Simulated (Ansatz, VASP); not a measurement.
# One calculation of GaSe, two programs

File INCAR:

```
  PREC = Accurate
  ENCUT = 500
  EDIFF = 1E-7
  ISMEAR = 0
  SIGMA = 0.02
  LREAL = F
  LASPH = T
  NELM = 120
  ALGO = Normal
  ISIF = 3
  LWAVE = F
  LCHARG = F
  GGA = PE
  IVDW = 12
  IBRION = 2
  NSW = 100
  EDIFFG = -0.005
  GGA_COMPAT = F
  NELMIN = 4
```

The input KPOINTS:

```
Automatic mesh
0
Gamma
  12 12 2
```

Contents of POSCAR:

```
GaSe
1.0
    3.7726577409      0.0000000000      0.0000000000
   -1.8863288705      3.2672174434      0.0000000000
    0.0000000000      0.0000000000     15.9353558582
Ga Se
4 4
Direct
    0.3333333333      0.6666666667      0.1733701497
    0.6666666667      0.3333333333      0.6733701497
    0.3333333333      0.6666666667      0.3266298503
    0.6666666667      0.3333333333      0.8266298503
    0.3333333333      0.6666666667      0.5995879943
    0.6666666667      0.3333333333      0.0995879943
    0.3333333333      0.6666666667      0.9004120057
    0.6666666667      0.3333333333      0.4004120057
```

Input for Ansatz:

```yaml
crystal:
  lattice:
    - [3.7726577402, 0.0, 0.0]
    - [-1.8863288701, 3.2672174428, 0.0]
    - [0.0, 0.0, 15.9353560503]
  atoms:
    - { symbol: Ga, position: [0.3333333333, 0.6666666667, 0.1733701506] }
    - { symbol: Ga, position: [0.6666666667, 0.3333333333, 0.6733701506] }
    - { symbol: Ga, position: [0.3333333333, 0.6666666667, 0.3266298494] }
    - { symbol: Ga, position: [0.6666666667, 0.3333333333, 0.8266298494] }
    - { symbol: Se, position: [0.3333333333, 0.6666666667, 0.5995879961] }
    - { symbol: Se, position: [0.6666666667, 0.3333333333, 0.0995879961] }
    - { symbol: Se, position: [0.3333333333, 0.6666666667, 0.9004120039] }
    - { symbol: Se, position: [0.6666666667, 0.3333333333, 0.4004120039] }
basis:
  ecutwfc: 420
kpoints:
  mp_grid: { grid: [12, 12, 2] }
hamiltonian:
  xc: pbe
  dispersion: d3bj
scf:
  occupations: { method: gaussian, width: 0.02 }
output:
  forces: true
  stress: true
  eigenvalues: true
  write_density: true
  write_potential: true
  elf: true
  volumetric_format: npy
relax:
  adjacent_minimum: "off"
  f_tol: 0.005
  max_steps: 80
  cell: { stress_tol: 0.05 }
```

Alike in both runs: task relaxation of cell and atoms; functional PBE; dispersion D3(BJ); k mesh 12 × 12 × 2; occupations gaussian, width 0.02 eV; no spin polarisation.

|  | VASP | Ansatz |
| --- | --- | --- |
| version | VASP 6.6.1 | Ansatz 0.2.0 |
| potentials or method | VASP PAW PBE potentials, release 64 (Ga_d, Se), cutoff 500 eV | scalar-relativistic, plane waves, PAW |
| valence electrons in the cell | 76 | 116 |

```tsv
	VASP	Ansatz	Ansatz less VASP
gap on the k mesh at the Fermi level, each at its own relaxed structure (eV)	0.84	0.87	+0.024
relaxed volume (Å³/atom)	24.58	24.56	-0.024
relaxed cell length with the largest relative difference (Å)	3.771	3.769	-0.0020
```

VASP's potentials hold 76 valence electrons a cell and Ansatz's 116, so a difference there can come from the potentials and not from the codes.
